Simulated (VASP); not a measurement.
Set up this calculation in VASP 6.6.1, as the native input.

| Item | Value |
| --- | --- |
| Task | single point |
| Functional | PBE |
| Dispersion | D3(BJ) |
| Potentials or basis | VASP PAW PBE potentials, release 64 (S, Pt) |
| Cutoff | 520 eV |
| k mesh | 9 × 9 × 1 |
| Occupations | gaussian, width 0.05 eV |
| Spin | no spin polarisation |
| Dipole correction | yes |
| Further INCAR settings | ALGO = Normal; EDIFF = 1e-06; NBANDS = 31 |

The structure of PtS2 lies in POSCAR:

```
PtS2
1.0
    3.5415278079      0.0000000000      0.0000000000
   -1.7707639039      3.0670530498      0.0000000000
    0.0000000000      0.0000000000     22.4670615492
S Pt
4 2
Direct
    0.6666666667      0.3333333333      0.2002932155
    0.3333333333      0.6666666667      0.3108341854
    0.3333333333      0.6666666667      0.4648374133
    0.6666666667      0.3333333333      0.5753783832
    0.0000000000      0.0000000000      0.2555637004
    1.0000000000      1.0000000000      0.5201078982
```

The input as run:

INCAR

```
PREC     = Accurate       # precision mode
ENCUT    = 520            # plane-wave cutoff, eV
EDIFF    = 1E-6           # SCF threshold, eV
ISMEAR   = 0              # smearing method
SIGMA    = 0.05           # smearing width, eV
LREAL    = F              # projectors in reciprocal space
LASPH    = T              # aspherical terms in the spheres
NELM     = 60             # most SCF steps
ALGO     = Normal         # electronic algorithm
ISIF     = 2              # what is computed and relaxed
LWAVE    = F              # write WAVECAR
LCHARG   = F              # write CHGCAR
LDIPOL   = T            
IDIPOL   = 3            
DIPOL    = 0.5 0.5 0.388
GGA      = PE             # functional
IVDW     = 12             # dispersion correction
NBANDS   = 31             # bands
```

KPOINTS

```
regular mesh
0
Gamma
  9 9 1
```

Potentials or basis: VASP PAW PBE potentials, release 64 (S, Pt).

Run with:

```console
$ cat potpaw_PBE.64/S/POTCAR potpaw_PBE.64/Pt/POTCAR > POTCAR
$ mpirun -np 1 vasp_std > vasp.out
```

Results of the run:

```json
{
  "Largest force": "0.103 eV/Å",
  "Band gap on the k mesh": "1.35 eV (least direct gap 1.46 eV)",
  "Dispersion energy per atom": "-0.314 eV"
}
```

Caveat: spin-orbit coupling is left out, which moves the levels of the heavy elements.

It took 4.7 min on 1 thread of Intel Xeon 8259CL, with other jobs on the host, peak memory 0.39 GiB.
